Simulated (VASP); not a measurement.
Set up this calculation in VASP 6.6.1, as the native input.

* Task: single point
* Functional: PBE
* Potentials or basis: VASP PAW PBE potentials, release 64 (Y_sv, Al, N)
* Cutoff: 520 eV
* k mesh: 4 × 4 × 6
* Occupations: gaussian, width 0.1 eV
* Spin: no spin polarisation
* Dipole correction: no
* Further INCAR settings: ALGO = Normal; EDIFF = 1e-06; NBANDS = 30

The structure of YAl3N4 lies in POSCAR:

```
YAl3N4
1.0
    3.0716271531     -4.2869588809      0.0000000000
    3.0716271531      4.2869588809      0.0000000000
    0.0000000000      0.0000000000      3.0827811200
Y Al N
1 3 4
Direct
    0.5000000000      0.5000000000      0.5000000000
    0.0000000000      0.5000000000      0.0000000000
    0.5000000000      0.0000000000      0.0000000000
    0.0000000000      0.0000000000      0.5000000000
    0.7747505888      0.7747505888      0.0000000000
    0.2252494112      0.2252494112      0.0000000000
    0.7652481492      0.2347518508      0.5000000000
    0.2347518508      0.7652481492      0.5000000000
```

One way to write it, as run:

INCAR

```
PREC     = Accurate       # precision mode
ENCUT    = 520            # plane-wave cutoff, eV
EDIFF    = 1E-6           # SCF threshold, eV
ISMEAR   = 0              # smearing method
SIGMA    = 0.1            # smearing width, eV
LREAL    = F              # projectors in reciprocal space
LASPH    = T              # aspherical terms in the spheres
NELM     = 100            # most SCF steps
ALGO     = Normal         # electronic algorithm
ISIF     = 2              # what is computed and relaxed
LWAVE    = F              # write WAVECAR
LCHARG   = F              # write CHGCAR
GGA      = PE             # functional
NBANDS   = 30             # bands
```

KPOINTS

```
regular mesh
0
Gamma
  4 4 6
```

Potentials or basis: VASP PAW PBE potentials, release 64 (Y_sv, Al, N).

Command:

```console
$ cat potpaw_PBE.64/Y_sv/POTCAR potpaw_PBE.64/Al/POTCAR potpaw_PBE.64/N/POTCAR > POTCAR
$ mpirun -np 1 vasp_std > vasp.out
```

It gave:

* Pressure: -0.3 GPa
* Band gap on the k mesh: 1.75 eV

Wall time 46 s on 1 thread of AMD EPYC 9R45 96-Core Processor (Zen 5) (shared host), peak memory 0.2 GiB.
